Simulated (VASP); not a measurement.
# GaSb (F-43m) in VASP: single point with PBEsol

Aim: the single point of GaSb with PBEsol.

Everything below comes from runs of VASP 6.6.1. Logs are shortened: lines on timing, memory, paths and dates and some standing lists are left out, and cuts for length are marked.

### 1 The cell of the first run

The structure is cubic, space group F-43m (No. 216). The conventional cell has a = 6.112 Å, b = 6.112 Å, c = 6.112 Å, α = 90.00°, β = 90.00°, γ = 90.00°. Ga (site symmetry -43m) has 4 Sb at 2.65 Å within 3.5 Å. Within 3.5 Å of Sb (site symmetry -43m) lie 4 Ga at 2.65 Å.

### 2 Single point, PBEsol

Input file INCAR:

```
SYSTEM = GaSb
ALGO = Normal
EDIFF = 1E-6
ENCUT = 500
GGA = PS
GGA_COMPAT = .FALSE.
ISIF = 2
ISMEAR = 0
LASPH = .TRUE.
LCHARG = .FALSE.
LREAL = .FALSE.
LWAVE = .FALSE.
NBANDS = 16
NELM = 120
PREC = Accurate
SIGMA = 0.1
```

Input file KPOINTS:

```
k-points
0
G
  18 18 18
  0 0 0
```

Input file POSCAR:

```
GaSb
1.0
    0.0000000000      3.0558829845      3.0558829845
    3.0558829845      0.0000000000      3.0558829845
    3.0558829845      3.0558829845      0.0000000000
Ga Sb
1 1
Direct
    0.0000000000      0.0000000000      0.0000000000
    0.2500000000      0.2500000000      0.2500000000
```

Potentials or basis: VASP PAW PBE potentials, release 64 (Ga_d, Sb).

Started as:

```console
cat potpaw_PBE.64/Ga_d/POTCAR potpaw_PBE.64/Sb/POTCAR > POTCAR
mpirun -np 1 vasp_std > vasp.out
```

OUTCAR:

```text
SYSTEM = GaSb
   EDIFF = 1E-6
   ENCUT = 500
   GGA = PS
   ISIF = 2
   ISMEAR = 0
   LASPH = .TRUE.
   LREAL = .FALSE.
   NELM = 120
   PREC = Accurate

 ion  position               nearest neighbor table
   1  0.000  0.000  0.000-   2 2.65   2 2.65   2 2.65   2 2.65
   2  0.250  0.250  0.250-   1 2.65   1 2.65   1 2.65   1 2.65

  LATTYP: Found a face centered cubic cell.
 ALAT       =     6.1117659690

  Lattice vectors:

 A1 = (   0.0000000000,   3.0558829845,   3.0558829845)
 A2 = (   3.0558829845,   0.0000000000,   3.0558829845)
 A3 = (   3.0558829845,   3.0558829845,   0.0000000000)

Analysis of symmetry for initial positions (statically):
=====================================================================
 Subroutine PRICEL returns:
 Original cell was already a primitive cell.

 Routine SETGRP: Setting up the symmetry group for a
 face centered cubic supercell.

 Subroutine GETGRP returns: Found 24 space group operations
 (whereof 24 operations were pure point group operations)
 out of a pool of 48 trial point group operations.

The static configuration has the point symmetry T_d .

Analysis of symmetry for dynamics (positions and initial velocities):
=====================================================================
 Subroutine PRICEL returns:
 Original cell was already a primitive cell.

 Routine SETGRP: Setting up the symmetry group for a
 face centered cubic supercell.

 Subroutine GETGRP returns: Found 24 space group operations
 (whereof 24 operations were pure point group operations)
 out of a pool of 48 trial point group operations.

The dynamic configuration has the point symmetry T_d .

 Subroutine INISYM returns: Found 24 space group operations
 (whereof 24 operations are pure point group operations),
 and found     1 'primitive' translations

----------------------------------------------------------------------------------------

                                     Primitive cell

  volume of cell :      57.0742

  direct lattice vectors                    reciprocal lattice vectors
     0.000000000  3.055882985  3.055882985    -0.163618830  0.163618830  0.163618830
     3.055882985  0.000000000  3.055882985     0.163618830 -0.163618830  0.163618830
     3.055882985  3.055882985  0.000000000     0.163618830  0.163618830 -0.163618830

  length of vectors
     4.321671162  4.321671162  4.321671162     0.283396127  0.283396127  0.283396127

  position of ions in fractional coordinates (direct lattice)
     0.000000000  0.000000000  0.000000000
     0.250000000  0.250000000  0.250000000

  ion indices of the primitive-cell ions
   primitive index   ion index
                 1           1
                 2           2

----------------------------------------------------------------------------------------

 KPOINTS: k-points

Automatic generation of k-mesh.
 Grid dimensions read from file:
 generate k-points for:   18   18   18

 Generating k-lattice:

  Cartesian coordinates                     Fractional coordinates (reciprocal lattice)
    -0.009089935  0.009089935  0.009089935     0.055555556  0.000000000  0.000000000
     0.009089935 -0.009089935  0.009089935     0.000000000  0.055555556  0.000000000
     0.009089935  0.009089935 -0.009089935     0.000000000  0.000000000  0.055555556

  Length of vectors
     0.015744229  0.015744229  0.015744229

  Shift w.r.t. Gamma in fractional coordinates (k-lattice)
     0.000000000  0.000000000  0.000000000

 Subroutine IBZKPT returns following result:
 ===========================================

 Found    195 irreducible k-points:

 Following reciprocal coordinates:
            Coordinates               Weight
  0.000000  0.000000  0.000000      1.000000
  0.055556  0.000000  0.000000      8.000000
  0.111111  0.000000  0.000000      8.000000
  0.166667  0.000000  0.000000      8.000000
  0.222222  0.000000  0.000000      8.000000
  0.277778  0.000000  0.000000      8.000000
[... 16 lines left out ...]
 -0.277778  0.055556  0.000000     24.000000
 -0.222222  0.055556  0.000000     24.000000
 [... further k-points ...]
   k-points           NKPTS =    195   k-points in BZ     NKDIM =    195   number of bands    NBANDS=     16
   number of dos      NEDOS =    301   number of ions     NIONS =      2
   total plane-waves  NPLWV =  32768
   dimension x,y,z NGX =    32 NGY =   32 NGZ =   32
   dimension x,y,z NGXF=    64 NGYF=   64 NGZF=   64
   ions per type =               1   1
   NGX,Y,Z   is equivalent  to a cutoff of  12.31, 12.31, 12.31 a.u.
   NGXF,Y,Z  is equivalent  to a cutoff of  24.62, 24.62, 24.62 a.u.
 SYSTEM =  GaSb
   PREC   = accura    normal or accurate (medium, high low for compatibility)
   ISTART =      0    job   : 0-new  1-cont  2-samecut
   ICHARG =      2    charge: 1-file 2-atom 10-const
   ISPIN  =      1    spin polarized calculation?
   LNONCOLLINEAR =      F non collinear calculations
   LSORBIT =      F    spin-orbit coupling
   LASPH  =      T    aspherical Exc in radial PAW
   ENCUT  =  500.0 eV  36.75 Ry    6.06 a.u.   7.88  7.88  7.88*2*pi/ulx,y,z
   NELM   =    120;   NELMIN=  2; NELMDL= -5     # of ELM steps
   EDIFF  = 0.1E-05   stopping-criterion for ELM
   LREAL  =      F    real-space projection
   EDIFFG = 0.1E-04   stopping-criterion for IOM
   NSW    =      0    number of steps for IOM
   IBRION =     -1    ionic relax: 0-MD 1-quasi-New 2-CG
   NFREE  =      0    steps in history (QN), initial steepest desc. (CG)
   ISIF   =      2    stress and relaxation
   ISYM   =      2    0-nonsym 1-usesym 2-fastsym
   POTIM  = 0.5000    time-step for ionic-motion
   TEBEG  =    0.0;   TEEND  =   0.0 temperature during run
   PSTRESS=    0.0 pullay stress
   NELECT =      18.0000    total number of electrons
   NUPDOWN=      -1.0000    fix difference up-down
   EMIN   =  10.00;   EMAX   =-10.00  energy-range for DOS
   EFERMI =   0.00;   METHOD = LEGACY
   ISMEAR =     0;   SIGMA  =   0.10  broadening in eV -4-tet -1-fermi 0-gaus
   EFERMI_NEDOS =   21; number of points for ismear=-14 and -15
   IALGO  =     38    algorithm
   IMIX   =      4    mixing-type and parameters
     AMIX     =   0.40;   BMIX     =  1.00
     AMIX_MAG =   1.60;   BMIX_MAG =  1.00
  volume/ion in A,a.u.               =      28.54       192.58
  Fermi-wavevector in a.u.,A,eV,Ry     =   1.114343  2.105803 16.895179  1.241761
  Thomas-Fermi vector in A             =   2.250937
   LORBIT       =      0    0 simple, 1 ext, 2 COOP (PROOUT), +10 PAW based schemes
   GGA     = PS    functional components
   LHFCALC =     F    Hartree Fock is set to
   AEXX    =    0.0000 exact exchange contribution
   IVDW    =     0    specifies the selected vdW correction
   LEPSILON=     F    determine dielectric tensor
   LRPA    =     F    only Hartree local field effects (RPA)
 non-spin polarized calculation
 Gauss-broadening in eV      SIGMA  =   0.10
  energy-cutoff  :      500.00
  volume of cell :       57.07
 maximum number of plane-waves:      1465
   NGX = 15   NGY = 15   NGZ = 15

 number of electron      17.9999985 magnetization

 Free energy of the ion-electron system (eV)
  ---------------------------------------------------
  ext. energy  EPLUGINS =         0.00000000
  ---------------------------------------------------
  free energy    TOTEN  =        -8.15578361 eV

  energy without entropy =       -8.15573239  energy(sigma->0) =       -8.15575800

 E-fermi :   4.8502     XC(G=0):  -9.2805

 val. band max:        4.7735474219   @ k =   0.0000   0.0000   0.0000
 cond. band min:       5.1145832302   @ k =   0.5000   0.0000   0.0000
 fundamental gap:      0.3410358083
 Fermi energy:         4.8501574341

 k-point     1 :       0.0000    0.0000    0.0000
  band No.  band energies     occupation
      1     -10.2410      2.00000
      2     -10.2410      2.00000
      3     -10.2410      2.00000
      4     -10.1901      2.00000
      5     -10.1901      2.00000
      6      -6.7642      2.00000
[... 8 lines left out ...]
     15      13.3676      0.00000
     16      13.3676      0.00000

 k-point     2 :       0.0556    0.0000    0.0000
  band No.  band energies     occupation
      1     -10.2419      2.00000
      2     -10.2406      2.00000
      3     -10.2406      2.00000
      4     -10.1902      2.00000
      5     -10.1902      2.00000
      6      -6.7321      2.00000
[... 8 lines left out ...]
     15      13.0408      0.00000
     16      13.0408      0.00000

 k-point     3 :       0.1111    0.0000    0.0000
  band No.  band energies     occupation
      1     -10.2444      2.00000
      2     -10.2395      2.00000
      3     -10.2395      2.00000
      4     -10.1903      2.00000
      5     -10.1903      2.00000
      6      -6.6367      2.00000
[... 8 lines left out ...]
     15      12.6153      0.00000
     16      12.6153      0.00000

 k-point     4 :       0.1667    0.0000    0.0000
  band No.  band energies     occupation
      1     -10.2483      2.00000
      2     -10.2378      2.00000
      3     -10.2378      2.00000
      4     -10.1904      2.00000
      5     -10.1904      2.00000
      6      -6.4805      2.00000
[... 8 lines left out ...]
     15      12.3306      0.00000
     16      12.3306      0.00000

 k-point     5 :       0.2222    0.0000    0.0000
  band No.  band energies     occupation
      1     -10.2531      2.00000
      2     -10.2359      2.00000
      3     -10.2359      2.00000
      4     -10.1905      2.00000
      5     -10.1905      2.00000
      6      -6.2686      2.00000
[... 8 lines left out ...]
     15      12.2548      0.00000
     16      12.2548      0.00000

 k-point     6 :       0.2778    0.0000    0.0000
  band No.  band energies     occupation
      1     -10.2581      2.00000
      2     -10.2340      2.00000
      3     -10.2340      2.00000
      4     -10.1905      2.00000
      5     -10.1905      2.00000
      6      -6.0104      2.00000
[... 8 lines left out ...]
     15      12.4262      0.00000
     16      12.4262      0.00000

 k-point     7 :       0.3333    0.0000    0.0000
  band No.  band energies     occupation
      1     -10.2627      2.00000
      2     -10.2323      2.00000
      3     -10.2323      2.00000
      4     -10.1903      2.00000
      5     -10.1903      2.00000
      6      -5.7233      2.00000
[... 8 lines left out ...]
     15      12.8376      0.00000
     16      12.8376      0.00000

 k-point     8 :       0.3889    0.0000    0.0000
  band No.  band energies     occupation
      1     -10.2665      2.00000
      2     -10.2310      2.00000
      3     -10.2310      2.00000
      4     -10.1901      2.00000
      5     -10.1901      2.00000
      6      -5.4390      2.00000
[... 8 lines left out ...]
     15      13.4381      0.00000
     16      13.4381      0.00000

 k-point     9 :       0.4444    0.0000    0.0000
  band No.  band energies     occupation
      1     -10.2689      2.00000
      2     -10.2303      2.00000
      3     -10.2303      2.00000
      4     -10.1899      2.00000
      5     -10.1899      2.00000
      6      -5.2144      2.00000
[... 8 lines left out ...]
     15      14.1437      0.00000
     16      14.1437      0.00000
[... 172 lines left out ...]
 k-point    19 :       0.5000    0.0556    0.0000
  band No.  band energies     occupation
      1     -10.2701      2.00000
      2     -10.2298      2.00000
      3     -10.2295      2.00000
      4     -10.1902      2.00000
      5     -10.1898      2.00000
      6      -5.1107      2.00000
[... 8 lines left out ...]
     15      14.3557      0.00000
     16      14.6288      0.00000

 k-point    20 :      -0.4444    0.0556    0.0000
  band No.  band energies     occupation
      1     -10.2698      2.00000
      2     -10.2298      2.00000
      3     -10.2297      2.00000
      4     -10.1901      2.00000
      5     -10.1900      2.00000
      6      -5.1410      2.00000
[... 8 lines left out ...]
     15      13.9850      0.00000
     16      14.4484      0.00000

 k-point    21 :      -0.3889    0.0556    0.0000
  band No.  band energies     occupation
      1     -10.2679      2.00000
      2     -10.2305      2.00000
      3     -10.2302      2.00000
      4     -10.1905      2.00000
      5     -10.1899      2.00000
      6      -5.3285      2.00000
[... 8 lines left out ...]
     15      13.2310      0.00000
     16      14.3991      0.00000

 k-point    22 :      -0.3333    0.0556    0.0000
  band No.  band energies     occupation
      1     -10.2646      2.00000
      2     -10.2318      2.00000
      3     -10.2311      2.00000
      4     -10.1908      2.00000
      5     -10.1899      2.00000
      6      -5.6000      2.00000
[... 8 lines left out ...]
     15      12.5874      0.00000
     16      13.7380      0.00000

 k-point    23 :      -0.2778    0.0556    0.0000
  band No.  band energies     occupation
      1     -10.2603      2.00000
      2     -10.2335      2.00000
      3     -10.2325      2.00000
      4     -10.1911      2.00000
      5     -10.1900      2.00000
      6      -5.8901      2.00000
[... 8 lines left out ...]
     15      12.1256      0.00000
     16      13.1892      0.00000

 k-point    24 :      -0.2222    0.0556    0.0000
  band No.  band energies     occupation
      1     -10.2555      2.00000
      2     -10.2354      2.00000
      3     -10.2343      2.00000
      4     -10.1911      2.00000
      5     -10.1900      2.00000
      6      -6.1598      2.00000
[... 8 lines left out ...]
     15      11.9369      0.00000
     16      12.8363      0.00000

 [... further k-points ...]

------------------------ aborting loop because EDIFF is reached ----------------------------------------

  FORCE on cell =-STRESS in cart. coord.  units (eV):
  Direction    XX          YY          ZZ          XY          YZ          ZX
  --------------------------------------------------------------------------------------
  -------------------------------------------------------------------------------------
  Total        0.0286828      0.0286828      0.0286828      0.0000000      0.0000000     -0.0000000
  in kB        0.8051770      0.8051770      0.8051770      0.0000000      0.0000000     -0.0000000
  external PRESSURE =       0.8051770 kB  Pullay stress =       0.0000000 kB

 VOLUME and BASIS-vectors are now :
 -----------------------------------------------------------------------------
  energy-cutoff  :      500.00
  volume of cell :       57.07
      direct lattice vectors                 reciprocal lattice vectors
     0.000000000  3.055882985  3.055882985    -0.163618830  0.163618830  0.163618830
     3.055882985  0.000000000  3.055882985     0.163618830 -0.163618830  0.163618830
     3.055882985  3.055882985  0.000000000     0.163618830  0.163618830 -0.163618830

 POSITION                                       TOTAL-FORCE (eV/Angst)
 -----------------------------------------------------------------------------------
      0.00000      0.00000      0.00000         0.000000      0.000000      0.000000
      1.52794      1.52794      1.52794        -0.000000     -0.000000     -0.000000
 -----------------------------------------------------------------------------------
    total drift:                                0.000000      0.000000      0.000000

  FREE ENERGIE OF THE ION-ELECTRON SYSTEM (eV)
  ---------------------------------------------------
  free  energy   TOTEN  =        -8.1557836132 eV

  energy  without entropy=       -8.1557323917  energy(sigma->0) =       -8.15575800
```

It took 2.1 min on 1 thread of AMD EPYC 7R43 (Zen 3), shared host; peak memory 0.27 GiB.

What came out:

* Free energy: -8.1558 eV
* Pressure: 0.1 GPa

Caveat: the PAW data sets were made with another functional, which shifts forces and pressure a little; spin-orbit coupling is left out, which moves the levels of the heavy elements.
